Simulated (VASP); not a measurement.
A run of VASP 6.6.1:

Contents of INCAR:

```
SYSTEM = BF
ALGO = Normal
EDIFF = 1E-6
ENCUT = 520
GGA = PE
ISIF = 2
ISMEAR = 0
LASPH = .True.
LCHARG = .True.
LELF = .True.
LREAL = .False.
LVHAR = .True.
LWAVE = .False.
NBANDS = 12
NELM = 60
PREC = Accurate
SIGMA = 0.025
```

Contents of KPOINTS:

```
k-points
0
Gamma
  6 6 6
  0 0 0
```

POSCAR

```
BF
1.0
    3.1456989200      0.0000000000      0.0000000000
    0.0000000000      3.1131594300      0.0000000000
   -0.1617365900      0.0000000000      3.3113891800
B F
1 1
Direct
   -0.0074570000     -0.0109320000      0.0079970000
   -0.0005220000     -0.0055220000      0.4943230000
```

Potentials or basis: VASP PAW PBE potentials, release 64 (B, F).

Launch:

```bash
$ cat potpaw_PBE.64/B/POTCAR potpaw_PBE.64/F/POTCAR > POTCAR
$ mpirun -np 1 vasp_std > vasp.out
```

Hardware: 1 thread of AMD EPYC 7R13 Processor (Zen 3) (shared host).

Question: How long does it take, and how much memory?

Answer: It took 22 s on 1 thread of AMD EPYC 7R13 Processor (Zen 3) (shared host), peak memory 0.13 GiB. Counts: scf iterations 12, k points 112.
